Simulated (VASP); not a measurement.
# CoBi (zincblende type) (F-43m) in VASP: a series of runs, part 2 of 2

VASP 6.6.1. The steps go on from the part before.

## (3) Electric field gradients, PBE, collinear spin, ferromagnetic start

File INCAR:

```
PREC = Accurate
ENCUT = 520
EDIFF = 1E-8
ISMEAR = -1
SIGMA = 0.08
LREAL = False
LASPH = True
NELM = 150
ALGO = Normal
ISIF = 2
LWAVE = False
LCHARG = False
ISPIN = 2
MAGMOM = 2 0
LORBIT = 11
LMAXMIX = 4
GGA = PE
LEFG = True
NBANDS = 23
```

File KPOINTS:

```
regular mesh
0
Gamma
  9 9 9
```

File POSCAR:

```
CoBi
1.0
    0.0000000000      2.9370076714      2.9370076714
    2.9370076714      0.0000000000      2.9370076714
    2.9370076714      2.9370076714      0.0000000000
Co Bi
1 1
Direct
    0.0000000000      0.0000000000      0.0000000000
    0.2500000000      0.2500000000      0.2500000000
```

Potentials or basis: VASP PAW PBE potentials, release 64 (Co, Bi_d).

The run is started by

```bash
$ cat potpaw_PBE.64/Co/POTCAR potpaw_PBE.64/Bi_d/POTCAR > POTCAR
$ mpirun -np 1 vasp_std > vasp.out
```

OUTCAR:

```text
PREC = Accurate
   ENCUT = 520
   EDIFF = 1E-8
   ISMEAR = -1
   LREAL = False
   LASPH = True
   NELM = 150
   ISIF = 2
   ISPIN = 2
   LORBIT = 11
   GGA = PE

 ion  position               nearest neighbor table
   1  0.000  0.000  0.000-   2 2.54   2 2.54   2 2.54   2 2.54
   2  0.250  0.250  0.250-   1 2.54   1 2.54   1 2.54   1 2.54

  LATTYP: Found a face centered cubic cell.
 ALAT       =     5.8740153428

  Lattice vectors:

 A1 = (   0.0000000000,   2.9370076714,   2.9370076714)
 A2 = (   2.9370076714,   0.0000000000,   2.9370076714)
 A3 = (   2.9370076714,   2.9370076714,   0.0000000000)

Analysis of symmetry for initial positions (statically):
=====================================================================
 Subroutine PRICEL returns:
 Original cell was already a primitive cell.

 Routine SETGRP: Setting up the symmetry group for a
 face centered cubic supercell.

 Subroutine GETGRP returns: Found 24 space group operations
 (whereof 24 operations were pure point group operations)
 out of a pool of 48 trial point group operations.

The static configuration has the point symmetry T_d .

Analysis of symmetry for dynamics (positions and initial velocities):
=====================================================================
 Subroutine PRICEL returns:
 Original cell was already a primitive cell.

 Routine SETGRP: Setting up the symmetry group for a
[... 813 lines left out ...]
      6      -5.9847      1.00000
[... 613 lines left out ...]
     22      21.6542      0.00000
     23      21.6666      0.00000

 [... further k-points ...]
[... 5 lines left out ...]
  --------------------------------------------------------------------------------------
  -------------------------------------------------------------------------------------
  Total       -0.0106168     -0.0106168     -0.0106168     -0.0000000     -0.0000000      0.0000000
  in kB       -0.3357055     -0.3357055     -0.3357055     -0.0000000     -0.0000000      0.0000000
  external PRESSURE =      -0.3357055 kB  Pullay stress =       0.0000000 kB

 VOLUME and BASIS-vectors are now :
 -----------------------------------------------------------------------------
  energy-cutoff  :      520.00
  volume of cell :       50.67
      direct lattice vectors                 reciprocal lattice vectors
     0.000000000  2.937007671  2.937007671    -0.170241299  0.170241299  0.170241299
     2.937007671  0.000000000  2.937007671     0.170241299 -0.170241299  0.170241299
     2.937007671  2.937007671  0.000000000     0.170241299  0.170241299 -0.170241299

 POSITION                                       TOTAL-FORCE (eV/Angst)
 -----------------------------------------------------------------------------------
      0.00000      0.00000      0.00000        -0.000000      0.000000      0.000000
      1.46850      1.46850      1.46850         0.000000     -0.000000     -0.000000
 -----------------------------------------------------------------------------------
    total drift:                                0.000001      0.000001      0.000001

  FREE ENERGIE OF THE ION-ELECTRON SYSTEM (eV)
  ---------------------------------------------------
  free  energy   TOTEN  =        -9.4932397230 eV

  energy  without entropy=       -9.4475702647  energy(sigma->0) =       -9.47040499

 Electric field gradients (V/A^2)
---------------------------------------------------------------------
 ion       V_xx      V_yy      V_zz      V_xy      V_xz      V_yz
---------------------------------------------------------------------
   1       0.000    -0.000    -0.000    -0.000    -0.000    -0.000
   2       0.000     0.000     0.000     0.002     0.002     0.002
---------------------------------------------------------------------

 Electric field gradients after diagonalization (V/A^2)
 (convention: |V_zz| > |V_xx| > |V_yy|)
----------------------------------------------------------------------
 ion       V_xx      V_yy      V_zz     asymmetry (V_yy - V_xx)/ V_zz
----------------------------------------------------------------------
   1       0.000     0.000    -0.001       0.000
   2      -0.002    -0.002     0.003       0.000
----------------------------------------------------------------------

           NMR quadrupolar parameters

 Cq : quadrupolar parameter    Cq=e*Q*V_zz/h
 eta: asymmetry parameters     (V_yy - V_xx)/ V_zz
 Q  : nuclear electric quadrupole moment in mb (millibarn)
----------------------------------------------------------------------
 ion       Cq(MHz)       eta       Q (mb)
----------------------------------------------------------------------
   1      -0.000       0.000       1.000
   2       0.000       0.000       1.000
----------------------------------------------------------------------

 total charge

# of ion       s       p       d       tot
------------------------------------------
    1        0.434   0.280   7.479   8.194
    2        1.459   1.529   9.950  12.937
--------------------------------------------------
tot          1.893   1.809  17.429  21.131

 magnetization (x)

# of ion       s       p       d       tot
------------------------------------------
    1       -0.000  -0.000  -0.000  -0.000
    2        0.000   0.000   0.000   0.000
--------------------------------------------------
tot         -0.000   0.000  -0.000  -0.000
```

OSZICAR:

```text
N       E                     dE             d eps       ncg     rms          rms(c)
DAV:   1     0.210466024015E+03    0.21047E+03   -0.11609E+04  3236   0.124E+03
DAV:   2     0.748544377825E+01   -0.20298E+03   -0.19509E+03  3304   0.330E+02
DAV:   3    -0.938722639182E+01   -0.16873E+02   -0.16725E+02  3850   0.100E+02
DAV:   4    -0.990359210698E+01   -0.51637E+00   -0.51610E+00  3894   0.184E+01
[... 13 lines left out ...]
DAV:  18    -0.949323897772E+01   -0.31043E-05   -0.20538E-05  3535   0.225E-02    0.648E-03
DAV:  19    -0.949323967088E+01   -0.69316E-06   -0.15584E-05  4192   0.248E-02    0.158E-03
DAV:  20    -0.949323970600E+01   -0.35119E-07   -0.19458E-06  5069   0.720E-03    0.101E-03
DAV:  21    -0.949323972812E+01   -0.22119E-07   -0.32052E-07  4408   0.376E-03    0.151E-04
DAV:  22    -0.949323972304E+01    0.50809E-08   -0.58530E-09  1991   0.539E-04
   1 F= -.94932397E+01 E0= -.94704050E+01  d E =-.456695E-01  mag=    -0.0000
```

It took 100 s on 1 thread of AMD EPYC 7R13 (Zen 3), shared host; peak memory 0.21 GiB.

Results:

```
Free energy                                           : -9.4932 eV
Pressure                                              : 0.0 GPa
Band gap on the k mesh                                : zero (filled and empty bands overlap)
Net moment                                            : 0.00 μB per cell
Valence electrons inside the program's atomic spheres : Co 8.19; Bi 12.94
```

Levels at points of the mesh, in eV from the Fermi level:
Spin up:
| k point | band 10 | band 11 | band 12 | band 13 | band 14 | band 15 |
| --- | --- | --- | --- | --- | --- | --- |
| (0.00, 0.00, 0.00) | -0.76 | -0.76 | 3.83 | 3.87 | 3.87 | 3.87 |
Spin down:
| k point | band 9 | band 10 | band 11 | band 12 | band 13 | band 14 | band 15 | band 16 |
| --- | --- | --- | --- | --- | --- | --- | --- | --- |
| (0.00, 0.00, 0.00) | -1.96 | -0.76 | -0.76 | 3.83 | 3.87 | 3.87 | 3.87 | 6.72 |

Caveat: the starting moments collapsed, and a magnetic state may lie lower; without QUAD_EFG the Cq values of the log hold for a quadrupole moment of 1 mb, not for the nuclei; spin-orbit coupling is left out, which moves the levels of the heavy elements.
